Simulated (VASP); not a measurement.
# MgO (Periclase) (I4/mmm) in VASP: notebook, part 2 of 2

VASP 6.6.1.

### 3 Single point, PBE (biaxial xy strain -5.8%)

File INCAR:

```
SYSTEM = MgO
PREC = Accurate
ENCUT = 520
EDIFF = 1E-7
ISMEAR = -1
SIGMA = 0.02
LREAL = .FALSE.
LASPH = .TRUE.
NELM = 60
ALGO = Normal
ISIF = 2
LWAVE = .FALSE.
LCHARG = .FALSE.
GGA = PE
NBANDS = 11
```

File KPOINTS:

```
regular mesh
0
G
  10 10 10
  0 0 0
```

File POSCAR:

```
MgO
1.0
    0.0000000000      1.9796116298      2.1021680257
    1.9796116298      0.0000000000      2.1021680257
    1.9796116298      1.9796116298      0.0000000000
Mg O
1 1
Direct
    0.0000000000      0.0000000000      0.0000000000
    0.5000000000      0.5000000000      0.5000000000
```

Potentials or basis: VASP PAW PBE potentials, release 64 (Mg, O).

Command:

```sh
cat potpaw_PBE.64/Mg/POTCAR potpaw_PBE.64/O/POTCAR > POTCAR
mpirun -np 1 vasp_std > vasp.out
```

OUTCAR:

```text
SYSTEM = MgO
   PREC = Accurate
   ENCUT = 520
   EDIFF = 1E-7
   ISMEAR = -1
   LREAL = .FALSE.
   LASPH = .TRUE.
   NELM = 60
   ISIF = 2
   GGA = PE

 ion  position               nearest neighbor table
   1  0.000  0.000  0.000-   2 1.98   2 1.98   2 1.98   2 1.98   2 2.10   2 2.10
   2  0.500  0.500  0.500-   1 1.98   1 1.98   1 1.98   1 1.98   1 2.10   1 2.10

  LATTYP: Found a body centered tetragonal cell.
 ALAT       =     2.7995936151
 C/A-ratio  =     1.5017665524

  Lattice vectors:

 A1 = (  -1.9796116298,   0.0000000000,   2.1021680257)
 A2 = (   1.9796116298,   0.0000000000,   2.1021680257)
 A3 = (   0.0000000000,   1.9796116298,  -2.1021680257)

Analysis of symmetry for initial positions (statically):
=====================================================================
 Subroutine PRICEL returns:
 Original cell was already a primitive cell.

 Routine SETGRP: Setting up the symmetry group for a
 body centered tetragonal supercell.

 Subroutine GETGRP returns: Found 16 space group operations
 (whereof 16 operations were pure point group operations)
 out of a pool of 16 trial point group operations.

The static configuration has the point symmetry D_4h.

Analysis of symmetry for dynamics (positions and initial velocities):
=====================================================================
 Subroutine PRICEL returns:
 Original cell was already a primitive cell.

 Routine SETGRP: Setting up the symmetry group for a
 body centered tetragonal supercell.

 Subroutine GETGRP returns: Found 16 space group operations
 (whereof 16 operations were pure point group operations)
 out of a pool of 16 trial point group operations.

The dynamic configuration has the point symmetry D_4h.

 Subroutine INISYM returns: Found 16 space group operations
 (whereof 16 operations are pure point group operations),
 and found     1 'primitive' translations

----------------------------------------------------------------------------------------

                                     Primitive cell

  volume of cell :      16.4762

  direct lattice vectors                    reciprocal lattice vectors
     0.000000000  1.979611630  2.102168026    -0.252574794  0.252574794  0.237849684
     1.979611630  0.000000000  2.102168026     0.252574794 -0.252574794  0.237849684
     1.979611630  1.979611630  0.000000000     0.252574794  0.252574794 -0.237849684

  length of vectors
     2.887554781  2.887554781  2.799593615     0.429139284  0.429139284  0.429139284

  position of ions in fractional coordinates (direct lattice)
     0.000000000  0.000000000  0.000000000
     0.500000000  0.500000000  0.500000000

  ion indices of the primitive-cell ions
   primitive index   ion index
                 1           1
                 2           2

----------------------------------------------------------------------------------------

 KPOINTS: regular mesh

Automatic generation of k-mesh.
 Grid dimensions read from file:
 generate k-points for:   10   10   10

 Generating k-lattice:

  Cartesian coordinates                     Fractional coordinates (reciprocal lattice)
    -0.025257479  0.025257479  0.023784968     0.100000000  0.000000000  0.000000000
     0.025257479 -0.025257479  0.023784968     0.000000000  0.100000000  0.000000000
     0.025257479  0.025257479 -0.023784968    -0.000000000 -0.000000000  0.100000000

  Length of vectors
     0.042913928  0.042913928  0.042913928

  Shift w.r.t. Gamma in fractional coordinates (k-lattice)
     0.000000000  0.000000000  0.000000000

 Subroutine IBZKPT returns following result:
 ===========================================

 Found    102 irreducible k-points:

 Following reciprocal coordinates:
            Coordinates               Weight
  0.000000  0.000000  0.000000      1.000000
  0.100000  0.000000  0.000000      8.000000
  0.200000  0.000000  0.000000      8.000000
  0.300000  0.000000  0.000000      8.000000
  0.400000  0.000000  0.000000      8.000000
  0.500000  0.000000  0.000000      4.000000
[... 16 lines left out ...]
  0.300000  0.300000  0.000000      2.000000
  0.400000  0.300000  0.000000      8.000000
 [... further k-points ...]
   k-points           NKPTS =    102   k-points in BZ     NKDIM =    102   number of bands    NBANDS=     11
   number of dos      NEDOS =    301   number of ions     NIONS =      2
   total plane-waves  NPLWV =  13824
   dimension x,y,z NGX =    24 NGY =   24 NGZ =   24
   dimension x,y,z NGXF=    48 NGYF=   48 NGZF=   48
   ions per type =               1   1
   NGX,Y,Z   is equivalent  to a cutoff of  13.82, 13.82, 14.25 a.u.
   NGXF,Y,Z  is equivalent  to a cutoff of  27.64, 27.64, 28.50 a.u.
 SYSTEM =  MgO
   PREC   = accura    normal or accurate (medium, high low for compatibility)
   ISTART =      0    job   : 0-new  1-cont  2-samecut
   ICHARG =      2    charge: 1-file 2-atom 10-const
   ISPIN  =      1    spin polarized calculation?
   LNONCOLLINEAR =      F non collinear calculations
   LSORBIT =      F    spin-orbit coupling
   LASPH  =      T    aspherical Exc in radial PAW
   ENCUT  =  520.0 eV  38.22 Ry    6.18 a.u.   5.37  5.37  5.21*2*pi/ulx,y,z
   NELM   =     60;   NELMIN=  2; NELMDL= -5     # of ELM steps
   EDIFF  = 0.1E-06   stopping-criterion for ELM
   LREAL  =      F    real-space projection
   EDIFFG = 0.1E-05   stopping-criterion for IOM
   NSW    =      0    number of steps for IOM
   IBRION =     -1    ionic relax: 0-MD 1-quasi-New 2-CG
   NFREE  =      0    steps in history (QN), initial steepest desc. (CG)
   ISIF   =      2    stress and relaxation
   ISYM   =      2    0-nonsym 1-usesym 2-fastsym
   POTIM  = 0.5000    time-step for ionic-motion
   TEBEG  =    0.0;   TEEND  =   0.0 temperature during run
   PSTRESS=    0.0 pullay stress
   NELECT =       8.0000    total number of electrons
   NUPDOWN=      -1.0000    fix difference up-down
   EMIN   =  10.00;   EMAX   =-10.00  energy-range for DOS
   EFERMI =   0.00;   METHOD = LEGACY
   ISMEAR =    -1;   SIGMA  =   0.02  broadening in eV -4-tet -1-fermi 0-gaus
   EFERMI_NEDOS =   21; number of points for ismear=-14 and -15
   IALGO  =     38    algorithm
   IMIX   =      4    mixing-type and parameters
     AMIX     =   0.40;   BMIX     =  1.00
     AMIX_MAG =   1.60;   BMIX_MAG =  1.00
  volume/ion in A,a.u.               =       8.24        55.59
  Fermi-wavevector in a.u.,A,eV,Ry     =   1.286725  2.431557 22.526633  1.655661
  Thomas-Fermi vector in A             =   2.418782
   LORBIT       =      0    0 simple, 1 ext, 2 COOP (PROOUT), +10 PAW based schemes
   GGA     = PE    functional components
   LHFCALC =     F    Hartree Fock is set to
   AEXX    =    0.0000 exact exchange contribution
   IVDW    =     0    specifies the selected vdW correction
   LEPSILON=     F    determine dielectric tensor
   LRPA    =     F    only Hartree local field effects (RPA)
 non-spin polarized calculation
  energy-cutoff  :      520.00
  volume of cell :       16.48
 maximum number of plane-waves:       460
 NGX is ok and might be reduce to    24
   NGX = 11   NGY = 11   NGZ = 11

 number of electron       7.9999998 magnetization

 Free energy of the ion-electron system (eV)
  ---------------------------------------------------
  ext. energy  EPLUGINS =         0.00000000
  ---------------------------------------------------
  free energy    TOTEN  =       -11.63171644 eV

  energy without entropy =      -11.63171644  energy(sigma->0) =      -11.63171644

 E-fermi :   4.6646     XC(G=0): -11.6840

 val. band max:        4.2435564066   @ k =   0.0000   0.0000   0.0000
 cond. band min:      10.1962077159   @ k =   0.0000   0.0000   0.0000
 fundamental gap:      5.9526513093
 Fermi energy:         4.6645648889

 k-point     1 :       0.0000    0.0000    0.0000
  band No.  band energies     occupation
      1     -13.7701      2.00000
      2       4.1632      2.00000
      3       4.1632      2.00000
      4       4.2436      2.00000
      5      10.1962      0.00000
      6      20.2761      0.00000
      7      20.9785      0.00000
      8      20.9785      0.00000
      9      25.0159      0.00000
     10      25.9459      0.00000
     11      27.9747      0.00000
[... 309 lines left out ...]
 k-point    24 :       0.4000    0.3000    0.0000
  band No.  band energies     occupation
      1     -12.3399      2.00000
      2       0.1220      2.00000
      3       2.8098      2.00000
      4       3.1138      2.00000
      5      14.8448      0.00000
      6      15.4554      0.00000
      7      18.6818      0.00000
      8      24.5428      0.00000
      9      24.6444      0.00000
     10      31.2123      0.00000
     11      33.1373      0.00000

 [... further k-points ...]
[... 5 lines left out ...]
  --------------------------------------------------------------------------------------
  -------------------------------------------------------------------------------------
  Total        4.1569136      4.1569136      1.8467258      0.0000000      0.0000000      0.0000000
  in kB      404.2259278    404.2259278    179.5790139      0.0000000      0.0000000      0.0000000
  external PRESSURE =     329.3436232 kB  Pullay stress =       0.0000000 kB

 VOLUME and BASIS-vectors are now :
 -----------------------------------------------------------------------------
  energy-cutoff  :      520.00
  volume of cell :       16.48
      direct lattice vectors                 reciprocal lattice vectors
     0.000000000  1.979611630  2.102168026    -0.252574794  0.252574794  0.237849684
     1.979611630  0.000000000  2.102168026     0.252574794 -0.252574794  0.237849684
     1.979611630  1.979611630  0.000000000     0.252574794  0.252574794 -0.237849684

 POSITION                                       TOTAL-FORCE (eV/Angst)
 -----------------------------------------------------------------------------------
      0.00000      0.00000      0.00000         0.000000      0.000000      0.000000
      1.97961      1.97961      2.10217        -0.000000     -0.000000      0.000000
 -----------------------------------------------------------------------------------
    total drift:                               -0.000000     -0.000000      0.000000

  FREE ENERGIE OF THE ION-ELECTRON SYSTEM (eV)
  ---------------------------------------------------
  free  energy   TOTEN  =       -11.6317164359 eV

  energy  without entropy=      -11.6317164359  energy(sigma->0) =      -11.63171644
```

Run time: 28 s. Hardware: 1 thread of Intel Xeon 8259CL, shared host; peak memory 0.15 GiB.

Results:

```
Free energy            : -11.6317 eV
Pressure               : 32.9 GPa
Band gap on the k mesh : 5.95 eV, direct
```

Stress tensor (GPa, compression positive):
```
40.42  0.00  0.00
 0.00 40.42  0.00
 0.00  0.00 17.96
```

Levels at points of the mesh, in eV from the valence-band top:
| k point | band 1 | band 2 | band 3 | band 4 | band 5 | band 6 | band 7 | band 8 |
| --- | --- | --- | --- | --- | --- | --- | --- | --- |
| (0.00, 0.00, 0.00) | -18.01 | -0.08 | -0.08 | 0.00 | 5.95 | 16.03 | 16.73 | 16.73 |
| (0.50, 0.00, 0.00) | -16.38 | -5.25 | -0.96 | -0.78 | 8.64 | 13.98 | 16.99 | 18.38 |
| (0.50, 0.50, 0.00) | -16.23 | -4.85 | -1.38 | -1.38 | 9.65 | 11.54 | 13.90 | 21.43 |
| (0.50, 0.00, 0.50) | -16.02 | -4.58 | -1.86 | -1.49 | 9.01 | 11.32 | 14.71 | 20.05 |

Caveat: the cell differs from its parent crystal (biaxial xy strain -5.8%).

### 4 Single point, PBE (uniaxial y strain +6.0%)

File INCAR:

```
  PREC = Accurate
  ENCUT = 520
  EDIFF = 1E-6
  ISMEAR = -1
  SIGMA = 0.02
  LREAL = False
  LASPH = True
  NELM = 80
  ALGO = Normal
  ISIF = 2
  LWAVE = False
  LCHARG = False
  GGA = PE
  NBANDS = 11
```

File KPOINTS:

```
regular mesh
0
Gamma
  10 10 10
```

File POSCAR:

```
MgO
1.0
    0.0000000000      2.2280878905      2.1021680257
    2.1021680257      0.0000000000      2.1021680257
    2.1021680257      2.2280878905      0.0000000000
Mg O
1 1
Direct
    0.0000000000      0.0000000000      0.0000000000
    0.5000000000      0.5000000000      0.5000000000
```

Command:

```sh
cat potpaw_PBE.64/Mg/POTCAR potpaw_PBE.64/O/POTCAR > POTCAR
mpirun -np 1 vasp_std > vasp.out
```

Run time: 27 s. Hardware: 1 thread of Intel Xeon 8259CL, shared host; peak memory 0.15 GiB.

Results (log left out):

| Item | Value |
| --- | --- |
| Free energy | -11.8856 eV |
| Pressure | -3.1 GPa |
| Band gap on the k mesh | 4.14 eV, direct |

Stress tensor (GPa, compression positive):
```
-0.40  0.00  0.00
 0.00 -8.51  0.00
 0.00  0.00 -0.40
```

Levels at points of the mesh, in eV from the valence-band top:
```
           k point  band 1  band 2  band 3  band 4  band 5  band 6  band 7  band 8  band 9
(0.00, 0.00, 0.00)  -17.08   -0.12   -0.12    0.00    4.14   15.07   15.67   15.67   19.26
(0.50, 0.00, 0.00)  -15.92   -4.46   -0.74   -0.62    7.48   11.91   15.17   16.36   20.01
(0.50, 0.50, 0.00)  -15.64   -3.88   -1.61   -1.24    8.82    9.34   12.73   17.36   18.46
(0.50, 0.00, 0.50)  -15.79   -4.05   -1.20   -1.20    9.38    9.42   11.97   18.59   18.59
```

Caveat: the cell differs from its parent crystal (uniaxial y strain +6.0%).

### 5 The runs side by side

| level | cell | k mesh | smearing | grid for exact exchange (PRECFOCK) | screening parameter | gap on the mesh (eV) | pressure (GPa) |
| --- | --- | --- | --- | --- | --- | --- | --- |
| HSE06 | a = 3.063, b = 2.973 Å, angles 61.0, 58.1, 61.0°, 2 atoms | 8 × 8 × 8 | gaussian 0.01 eV | Normal | 0.2079 1/Å | 5.78 | -8.3 |
| PBE | a = 2.888, b = 2.888, c = 2.800 Å, angles 61.0, 61.0, 58.0°, 2 atoms | 10 × 10 × 10 | fermi-dirac 0.02 eV | - | - | 5.95 | 32.9 |
| PBE | a = 3.063, b = 2.973 Å, angles 61.0, 58.1, 61.0°, 2 atoms | 10 × 10 × 10 | fermi-dirac 0.02 eV | - | - | 4.14 | -3.1 |

Alike in all rows: task single point; potentials or basis VASP PAW PBE potentials, release 64 (Mg, O); no spin polarisation; cutoff (eV) 520.

Caveats: the PAW data sets were made with another functional, which shifts forces and pressure a little (some runs).

Total energies depend on the potentials used, so only differences within one code and one set of settings carry meaning.
